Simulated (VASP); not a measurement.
# Si2Se (P6_3/mmc) in VASP: relaxation of cell and atoms with PBE

Aim: the relaxation of cell and atoms of Si2Se with PBE.

Everything below comes from runs of VASP 6.6.1. Logs are shortened: lines on timing, memory, paths and dates and some standing lists are left out, and cuts for length are marked.

## (1) The cell of the first run

It takes space group P6_3/mmc (No. 194, hexagonal). Conventional cell: a = 4.886 Å, b = 4.886 Å, c = 5.224 Å, α = 90.00°, β = 90.00°, γ = 120.00°. Within 3.4 Å of Si (site symmetry -3m) lie 8 Si at 2.61 to 3.11 Å and 6 Se at 3.11 Å. Si (site symmetry -6m2) has 5 Se at 2.61 to 2.82 Å and 6 Si at 3.11 Å within 3.4 Å. Se (site symmetry -6m2) has 11 Si at 2.61 to 3.11 Å within 3.4 Å.

The cell was built from a structure type or drawn by symmetry, and may not be a known phase.

## (2) Relaxation of cell and atoms, PBE

Contents of INCAR:

```
ALGO = Normal ; EDIFF = 1E-6
EDIFFG = -0.01 ; ENCUT = 600
GGA = PE ; IBRION = 2
ISIF = 3 ; ISMEAR = 0
LASPH = True ; LCHARG = False
LREAL = False ; LWAVE = False
NELM = 80 ; NSW = 100
PREC = Accurate ; SIGMA = 0.1
```

Contents of KPOINTS:

```
k-points
0
Gamma
  12 12 8
```

Contents of POSCAR:

```
Si2Se
1.0
    4.8858931435      0.0000000000      0.0000000000
   -2.4429465718      4.2313075825      0.0000000000
    0.0000000000      0.0000000000      5.2242197769
Si Se
4 2
Direct
    0.0000000000      0.0000000000      0.0000000000
    0.0000000000      0.0000000000      0.5000000000
    0.3333333333      0.6666666667      0.7500000000
    0.6666666667      0.3333333333      0.2500000000
    0.3333333333      0.6666666667      0.2500000000
    0.6666666667      0.3333333333      0.7500000000
```

Potentials or basis: VASP PAW PBE potentials, release 64 (Si, Se).

Run with:

```console
$ cat potpaw_PBE.64/Si/POTCAR potpaw_PBE.64/Se/POTCAR > POTCAR
$ mpirun -np 1 vasp_std > vasp.out
```

OUTCAR:

```text
EDIFF = 1E-6
   EDIFFG = -0.01
   ENCUT = 600
   GGA = PE
   IBRION = 2
   ISIF = 3
   ISMEAR = 0
   LASPH = True
   LREAL = False
   NELM = 80
   NSW = 100
   PREC = Accurate

 ion  position               nearest neighbor table
   1  0.000  0.000  0.000-   2 2.61   2 2.61   4 3.11   3 3.11   4 3.11   3 3.11   4 3.11   3 3.11

   2  0.000  0.000  0.500-   1 2.61   1 2.61   4 3.11   3 3.11   4 3.11   3 3.11   4 3.11   3 3.11

   3  0.333  0.667  0.750-   5 2.61   5 2.61   6 2.82   6 2.82   6 2.82   1 3.11   2 3.11   2 3.11
                             1 3.11   2 3.11   1 3.11
   4  0.667  0.333  0.250-   6 2.61   6 2.61   5 2.82   5 2.82   5 2.82   1 3.11   2 3.11   1 3.11
                             2 3.11   1 3.11   2 3.11
   5  0.333  0.667  0.250-   3 2.61   3 2.61   4 2.82   4 2.82   4 2.82
   6  0.667  0.333  0.750-   4 2.61   4 2.61   3 2.82   3 2.82   3 2.82

  LATTYP: Found a hexagonal cell.
 ALAT       =     4.8858931435
 C/A-ratio  =     1.0692456064

  Lattice vectors:

 A1 = (   4.8858931435,   0.0000000000,   0.0000000000)
 A2 = (  -2.4429465718,   4.2313075825,   0.0000000000)
 A3 = (   0.0000000000,   0.0000000000,   5.2242197769)

Analysis of symmetry for initial positions (statically):
=====================================================================
 Subroutine PRICEL returns:
 Original cell was already a primitive cell.

 Routine SETGRP: Setting up the symmetry group for a
 hexagonal supercell.

 Subroutine GETGRP returns: Found 24 space group operations
 (whereof 12 operations were pure point group operations)
 out of a pool of 24 trial point group operations.

The static configuration has the point symmetry D_3d.
 The point group associated with its full space group is D_6h.

Analysis of symmetry for dynamics (positions and initial velocities):
=====================================================================
 Subroutine PRICEL returns:
 Original cell was already a primitive cell.

 Routine SETGRP: Setting up the symmetry group for a
 hexagonal supercell.

 Subroutine GETGRP returns: Found 24 space group operations
 (whereof 12 operations were pure point group operations)
 out of a pool of 24 trial point group operations.

The dynamic configuration has the point symmetry D_3d.
 The point group associated with its full space group is D_6h.

 Subroutine INISYM returns: Found 24 space group operations
 (whereof 12 operations are pure point group operations),
 and found     1 'primitive' translations

----------------------------------------------------------------------------------------

                                     Primitive cell

  volume of cell :     108.0040

  direct lattice vectors                    reciprocal lattice vectors
     4.885893143  0.000000000  0.000000000     0.204670870  0.118166782  0.000000000
    -2.442946572  4.231307583  0.000000000     0.000000000  0.236333564  0.000000000
     0.000000000  0.000000000  5.224219777     0.000000000  0.000000000  0.191416143

  length of vectors
     4.885893143  4.885893144  5.224219777     0.236333564  0.236333564  0.191416143

  position of ions in fractional coordinates (direct lattice)
     0.000000000  0.000000000  0.000000000
     0.000000000  0.000000000  0.500000000
     0.333333333  0.666666667  0.750000000
     0.666666667  0.333333333  0.250000000
     0.333333333  0.666666667  0.250000000
     0.666666667  0.333333333  0.750000000

  ion indices of the primitive-cell ions
   primitive index   ion index
                 1           1
                 2           2
                 3           3
                 4           4
                 5           5
                 6           6

----------------------------------------------------------------------------------------

 KPOINTS: k-points

Automatic generation of k-mesh.
 Grid dimensions read from file:
 generate k-points for:   12   12    8

 Generating k-lattice:

  Cartesian coordinates                     Fractional coordinates (reciprocal lattice)
     0.017055906  0.009847232  0.000000000     0.083333333  0.000000000  0.000000000
     0.000000000  0.019694464  0.000000000     0.000000000  0.083333333  0.000000000
     0.000000000  0.000000000  0.023927018     0.000000000  0.000000000  0.125000000

  Length of vectors
     0.019694464  0.019694464  0.023927018

  Shift w.r.t. Gamma in fractional coordinates (k-lattice)
     0.000000000  0.000000000  0.000000000

 Subroutine IBZKPT returns following result:
 ===========================================

 Found     95 irreducible k-points:

 Following reciprocal coordinates:
            Coordinates               Weight
  0.000000  0.000000  0.000000      1.000000
  0.083333  0.000000  0.000000      6.000000
  0.166667  0.000000  0.000000      6.000000
  0.250000  0.000000  0.000000      6.000000
  0.333333  0.000000  0.000000      6.000000
  0.416667  0.000000  0.000000      6.000000
[... 16 lines left out ...]
  0.250000  0.000000  0.125000     12.000000
  0.333333  0.000000  0.125000     12.000000
 [... further k-points ...]
   k-points           NKPTS =     95   k-points in BZ     NKDIM =     95   number of bands    NBANDS=     18
   number of dos      NEDOS =    301   number of ions     NIONS =      6
   total plane-waves  NPLWV =  67200
   dimension x,y,z NGX =    40 NGY =   40 NGZ =   42
   dimension x,y,z NGXF=    80 NGYF=   80 NGZF=   84
   ions per type =               4   2
   NGX,Y,Z   is equivalent  to a cutoff of  13.61, 13.61, 13.37 a.u.
   NGXF,Y,Z  is equivalent  to a cutoff of  27.22, 27.22, 26.73 a.u.
 SYSTEM =  unknown system
   PREC   = accura    normal or accurate (medium, high low for compatibility)
   ISTART =      0    job   : 0-new  1-cont  2-samecut
   ICHARG =      2    charge: 1-file 2-atom 10-const
   ISPIN  =      1    spin polarized calculation?
   LNONCOLLINEAR =      F non collinear calculations
   LSORBIT =      F    spin-orbit coupling
   LASPH  =      T    aspherical Exc in radial PAW
   ENCUT  =  600.0 eV  44.10 Ry    6.64 a.u.   9.76  9.76 10.43*2*pi/ulx,y,z
   NELM   =     80;   NELMIN=  2; NELMDL= -5     # of ELM steps
   EDIFF  = 0.1E-05   stopping-criterion for ELM
   LREAL  =      F    real-space projection
   EDIFFG = -.1E-01   stopping-criterion for IOM
   NSW    =    100    number of steps for IOM
   IBRION =      2    ionic relax: 0-MD 1-quasi-New 2-CG
   NFREE  =      1    steps in history (QN), initial steepest desc. (CG)
   ISIF   =      3    stress and relaxation
   ISYM   =      2    0-nonsym 1-usesym 2-fastsym
   POTIM  = 0.5000    time-step for ionic-motion
   TEBEG  =    0.0;   TEEND  =   0.0 temperature during run
   PSTRESS=    0.0 pullay stress
   NELECT =      28.0000    total number of electrons
   NUPDOWN=      -1.0000    fix difference up-down
   EMIN   =  10.00;   EMAX   =-10.00  energy-range for DOS
   EFERMI =   0.00;   METHOD = LEGACY
   ISMEAR =     0;   SIGMA  =   0.10  broadening in eV -4-tet -1-fermi 0-gaus
   EFERMI_NEDOS =   21; number of points for ismear=-14 and -15
   IALGO  =     38    algorithm
   IMIX   =      4    mixing-type and parameters
     AMIX     =   0.40;   BMIX     =  1.00
     AMIX_MAG =   1.60;   BMIX_MAG =  1.00
  volume/ion in A,a.u.               =      18.00       121.47
  Fermi-wavevector in a.u.,A,eV,Ry     =   1.043873  1.972633 14.825861  1.089670
  Thomas-Fermi vector in A             =   2.178601
   LORBIT       =      0    0 simple, 1 ext, 2 COOP (PROOUT), +10 PAW based schemes
   GGA     = PE    functional components
   LHFCALC =     F    Hartree Fock is set to
   AEXX    =    0.0000 exact exchange contribution
   IVDW    =     0    specifies the selected vdW correction
   LEPSILON=     F    determine dielectric tensor
   LRPA    =     F    only Hartree local field effects (RPA)
 conjugate gradient relaxation of ions
 non-spin polarized calculation
 Gauss-broadening in eV      SIGMA  =   0.10
  energy-cutoff  :      600.00
  volume of cell :      108.00
 maximum number of plane-waves:      3642
 NGX is ok and might be reduce to    40
   NGX = 19   NGY = 19   NGZ = 21

--------------------------------------- Ionic step        1  -------------------------------------------

 number of electron      28.0000000 magnetization

 Free energy of the ion-electron system (eV)
  ---------------------------------------------------
  ext. energy  EPLUGINS =         0.00000000
  ---------------------------------------------------
  free energy    TOTEN  =       -25.08113082 eV

  energy without entropy =      -25.06668786  energy(sigma->0) =      -25.07390934

------------------------ aborting loop because EDIFF is reached ----------------------------------------

  FORCE on cell =-STRESS in cart. coord.  units (eV):
  Direction    XX          YY          ZZ          XY          YZ          ZX
  --------------------------------------------------------------------------------------
  -------------------------------------------------------------------------------------
  Total        0.4369120      0.4369120     -0.3297926     -0.0000000      0.0000000      0.0000000
  in kB        6.4813356      6.4813356     -4.8922818     -0.0000000      0.0000000      0.0000000
  external PRESSURE =       2.6901298 kB  Pullay stress =       0.0000000 kB
[... 65 lines left out ...]
  energy  without entropy=      -25.0684424240  energy(sigma->0) =      -25.07605963

--------------------------------------- Ionic step        3  -------------------------------------------

 number of electron      28.0000000 magnetization

 Free energy of the ion-electron system (eV)
  ---------------------------------------------------
  ext. energy  EPLUGINS =         0.00000000
  ---------------------------------------------------
  free energy    TOTEN  =       -25.08391480 eV

  energy without entropy =      -25.06832639  energy(sigma->0) =      -25.07612059

 E-fermi :   7.4755     XC(G=0): -10.5460

 val. band max:        7.4673503797   @ k =   0.2500   0.1667   0.1250
 cond. band min:       7.4883244176   @ k =   0.2500   0.1667   0.2500
 fundamental gap:      0.0209740378
 Fermi energy:         7.4755330688

 k-point     1 :       0.0000    0.0000    0.0000
  band No.  band energies     occupation
      1      -7.9735      2.00000
      2      -5.9437      2.00000
      3      -0.8005      2.00000
      4      -0.4188      2.00000
      5       0.2873      2.00000
      6       2.1617      2.00000
[... 10 lines left out ...]
     17       8.2368      0.00000
     18       8.5479      0.00000
[... 466 lines left out ...]
      2      -6.2588      2.00000
      3      -2.1883      2.00000
      4      -0.8512      2.00000
      5       0.6462      2.00000
      6       1.0200      2.00000
[... 10 lines left out ...]
     17       9.1007      0.00000
     18       9.8198      0.00000

 [... further k-points ...]

------------------------ aborting loop because EDIFF is reached ----------------------------------------

  FORCE on cell =-STRESS in cart. coord.  units (eV):
  Direction    XX          YY          ZZ          XY          YZ          ZX
  --------------------------------------------------------------------------------------
  -------------------------------------------------------------------------------------
  Total        0.0128827      0.0128827     -0.0078109     -0.0000000     -0.0000000      0.0000000
  in kB        0.1899727      0.1899727     -0.1151814     -0.0000000     -0.0000000      0.0000000
  external PRESSURE =       0.0882546 kB  Pullay stress =       0.0000000 kB
[... 21 lines left out ...]
  FREE ENERGIE OF THE ION-ELECTRON SYSTEM (eV)
  ---------------------------------------------------
  free  energy   TOTEN  =       -25.0839148026 eV

  energy  without entropy=      -25.0683263868  energy(sigma->0) =      -25.07612059

 reached required accuracy - stopping structural energy minimisation
```

Run time: 3.6 min. Hardware: 1 thread of AMD EPYC 9R45 (Zen 5), shared host; peak memory 0.36 GiB.

What came out:

```
Free energy                           : -25.0839 eV
Relaxed volume                        : 18.11 Å³/atom
Relaxed cell                          : a = 4.909 Å, b = 4.909 Å, c = 5.205 Å, α = 90.00°, β = 90.00°, γ = 120.00°
Space group after relaxing (to 0.1 Å) : P6_3/mmc (No. 194)
Energy gained by relaxing             : 0.5 meV/atom
Ionic steps                           : 3
Pressure after relaxing               : 0.0 GPa
Band gap on the k mesh                : zero (bands 14 and 15 overlap by 2.63 eV)
```

Step by step:
| step | energy change (eV) | largest force (eV/Å) | pressure (GPa) | volume (Å³) |
| --- | --- | --- | --- | --- |
| 1 | 0.0000 | 0.0000 | 0.27 | 108.00 |
| 2 | -0.0025 | 0.0000 | 0.08 | 108.48 |
| 3 | -0.0028 | 0.0000 | 0.01 | 108.65 |

Final structure:
```
Si Se
1.0
     4.90938    0.00000    0.00000
    -2.45469    4.25165    0.00000
     0.00000    0.00000    5.20526
Si Se
4 2
Direct
  0.00000 0.00000 0.00000
  0.00000 0.00000 0.50000
  0.33333 0.66667 0.75000
  0.66667 0.33333 0.25000
  0.33333 0.66667 0.25000
  0.66667 0.33333 0.75000
```
